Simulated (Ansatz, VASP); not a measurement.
Two plane-wave programs on FeGe

```
CELL_PARAMETERS angstrom
4.39869 0.00000 0.00000
0.00000 4.39869 0.00000
0.00000 0.00000 4.39869
ATOMIC_POSITIONS crystal
Fe 0.13967 0.13967 0.13967
Fe 0.36033 0.86033 0.63967
Fe 0.63967 0.36033 0.86033
Fe 0.86033 0.63967 0.36033
Ge 0.84085 0.84085 0.84085
Ge 0.65915 0.15915 0.34085
Ge 0.34085 0.65915 0.15915
Ge 0.15915 0.34085 0.65915
```

Alike in both runs: functional PBEsol; k mesh 10 × 10 × 10; occupations gaussian, width 0.03 eV; no spin polarisation.

Ansatz relaxed the structure, and its values are those at the end. VASP's run is a single point on that final structure, the one shown.

|  | VASP | Ansatz |
| --- | --- | --- |
| version | VASP 6.6.1 | Ansatz 0.2.0 |
| potentials or method | VASP PAW PBE potentials, release 64 (Fe, Ge_d), cutoff 520 eV | scalar-relativistic, plane waves, PAW |
| valence electrons in the cell | 88 | 120 |

|  | VASP | Ansatz | Ansatz less VASP |
| --- | --- | --- | --- |
| gap on the k mesh at the Fermi level (eV) | 0.09 | 0.09 | +0.003 |
| least direct gap on the mesh (eV) | 0.13 | 0.14 | +0.004 |
| rms of the force components (eV/Å) | 0.015 | 0.000 | -0.0144 |

VASP's potentials were made for PBE, not for PBEsol. With one functional, cell and mesh, what is left measures potentials, basis and numerics. VASP's potentials hold 88 valence electrons a cell and Ansatz's 120, so a difference there can come from the potentials and not from the codes. Ansatz's warnings: stress scf threshold loose.
